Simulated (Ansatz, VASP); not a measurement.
**One calculation of PtSe2, two programs**

The input INCAR:

```
PREC = Accurate
ENCUT = 520
EDIFF = 1E-6
ISMEAR = 0
SIGMA = 0.15
LREAL = False
LASPH = True
NELM = 100
ALGO = Normal
ISIF = 2
LWAVE = False
LCHARG = True
GGA = PE
IVDW = 12
LELF = True
LVHAR = True
NBANDS = 18
```

File KPOINTS:

```
Automatic mesh
0
Gamma
  12 12 8
```

POSCAR

```
PtSe2
1.0
    3.4886403814      0.0000000000      0.0000000000
   -1.7443201907      3.5111838211      0.0000000000
    0.0000000000      0.0000000000      4.8219239451
Pt Se
1 2
Direct
    0.0000000000      0.0000000000      0.0000000000
    0.3333333333      0.6666666667      0.2655211092
    0.6666666667      0.3333333333      0.7344788908
```

Input for Ansatz:

```yaml
crystal:
  lattice:
    - [3.4886403814, 0.0, 0.0]
    - [-1.7443201907, 3.5111838211, 0.0]
    - [0.0, 0.0, 4.8219239451]
  atoms:
    - { symbol: Pt, position: [0.0, 0.0, 0.0] }
    - { symbol: Se, position: [0.3333333333, 0.6666666667, 0.2655211092] }
    - { symbol: Se, position: [0.6666666667, 0.3333333333, 0.7344788908] }
basis:
  ecutwfc: 420
kpoints:
  mp_grid: { grid: [12, 12, 8] }
hamiltonian:
  xc: pbe
  pseudopotentials: { kind: paw, azcp: { folder: soft_1 } }
  dispersion: d3bj
scf:
  occupations: { method: gaussian, width: 0.15 }
output:
  forces: true
  stress: true
  eigenvalues: true
```

Change from the starting cell: normal strain along x -0.0750, normal strain along y +0.0750.

Alike in both runs: task single point; functional PBE; dispersion D3(BJ); k mesh 12 × 12 × 8; occupations gaussian, width 0.15 eV; no spin polarisation.

|  | VASP | Ansatz |
| --- | --- | --- |
| version | VASP 6.6.1 | Ansatz 0.2.0 |
| potentials or method | VASP PAW PBE potentials, release 64 (Pt, Se), cutoff 520 eV | scalar-relativistic, plane waves, PAW |
| valence electrons in the cell | 22 | 50 |

|  | VASP | Ansatz | Ansatz less VASP |
| --- | --- | --- | --- |
| gap on the k mesh at the Fermi level (eV) | none | none | - |
| pressure (GPa) | 2.5 | 2.5 | 0.00 |
| traceless stress, the component that is largest in VASP (GPa) | 10.44 | 10.44 | +0.003 |
| rms of the force components (eV/Å) | 0.249 | 0.246 | -0.0028 |

Atom by atom the forces differ by 0.004 eV/Å (rms over components). A gap of «none» marks a metal or a gap that the smearing closes. VASP's potentials hold 22 valence electrons a cell and Ansatz's 50, so a difference there can come from the potentials and not from the codes.

Neither program's run includes spin-orbit coupling.
